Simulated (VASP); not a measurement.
## TiO2: vibrations by perturbation theory with PBEsol

TiO2:

```
Ti O
1.0
     4.59125    0.00000    0.00000
     0.00000    4.59125    0.00000
     0.00000    0.00000    2.93903
Ti O
2 4
Direct
  0.00000 0.00000 0.00000
  0.50000 0.50000 0.50000
  0.30444 0.30444 0.00000
  0.80444 0.19556 0.50000
  0.19556 0.80444 0.50000
  0.69556 0.69556 0.00000
```

* Program: VASP 6.6.1
* Task: vibrations by perturbation theory
* Functional: PBEsol
* Potentials or basis: VASP PAW PBE potentials, release 64 (Ti_sv, O)
* Cutoff: 520 eV
* k mesh: 6 × 6 × 10
* Occupations: gaussian, width 0.01 eV
* Spin: no spin polarisation
* Dipole correction: no
* Further INCAR settings: ALGO = Normal; EDIFF = 1e-08; NBANDS = 33; IBRION = 8; NSW = 1

```
Electronic dielectric tensor (diagonal)                 : 7.46, 7.46, 8.92
Born charges (mean of the diagonal)                     : Ti +6.76; O -3.38 e
Highest phonon frequency at Γ, LO-TO splitting left out : 797 cm⁻¹
```

Phonon frequencies in cm⁻¹ (negative: imaginary):
```tsv
q point	frequencies
(0.000, 0.000, 0.000)	-1 0 0 86 88 108 108 140 370 370 378 416 451 451 482 482 595 797
```

Electronic dielectric tensor:
```
7.46 0.00 0.00
0.00 7.46 0.00
0.00 0.00 8.92
```

Born effective charge tensors (e):
atom 1, Ti
```
6.29 1.03 0.00
1.03 6.29 0.00
0.00 0.00 7.71
```
atom 2, Ti
```
 6.29 -1.03  0.00
-1.03  6.29  0.00
 0.00  0.00  7.71
```
atom 3, O
```
-3.14 -1.80  0.00
-1.80 -3.14  0.00
 0.00  0.00 -3.85
```
atom 4, O
```
-3.14  1.80  0.00
 1.80 -3.14  0.00
 0.00  0.00 -3.85
```
atom 5, O
```
-3.14  1.80  0.00
 1.80 -3.14  0.00
 0.00  0.00 -3.85
```
atom 6, O
```
-3.14 -1.80  0.00
-1.80 -3.14  0.00
 0.00  0.00 -3.85
```

It took 100 min on 1 thread of Oxide Virtual Turin-like Processor, with other jobs on the host, peak memory 0.65 GiB.
